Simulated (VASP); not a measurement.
A run of VASP 6.6.1:

INCAR

```
SYSTEM = AgBr
  PREC = Accurate
  ENCUT = 500
  EDIFF = 1E-6
  ISMEAR = 0
  SIGMA = 0.01
  LREAL = .FALSE.
  LASPH = .TRUE.
  NELM = 120
  ALGO = Normal
  ISIF = 2
  LWAVE = .FALSE.
  LCHARG = .FALSE.
  GGA = PE
  NBANDS = 16
  GGA_COMPAT = .FALSE.
```

The input KPOINTS:

```
regular mesh
0
G
  6 6 6
  0 0 0
```

POSCAR

```
AgBr
1.0
    0.0000000000      2.9505903267      2.9505903267
    2.9505903267      0.0000000000      2.9505903267
    2.9505903267      2.9505903267      0.0000000000
Ag Br
1 1
Direct
    0.0000000000      0.0000000000      0.0000000000
    0.5000000000      0.5000000000      0.5000000000
```

Potentials or basis: VASP PAW PBE potentials, release 64 (Ag, Br).

Launch:

```sh
$ cat potpaw_PBE.64/Ag/POTCAR potpaw_PBE.64/Br/POTCAR > POTCAR
$ mpirun -np 1 vasp_std > vasp.out
```

Hardware: 1 thread of Intel Xeon 8259CL (shared host).

Problem. How long does it take, and how much memory?

Solution. Wall time 19 s on 1 thread of Intel Xeon 8259CL, with other jobs on the host, peak memory 0.17 GiB. Counts: scf iterations 12, k points 16.
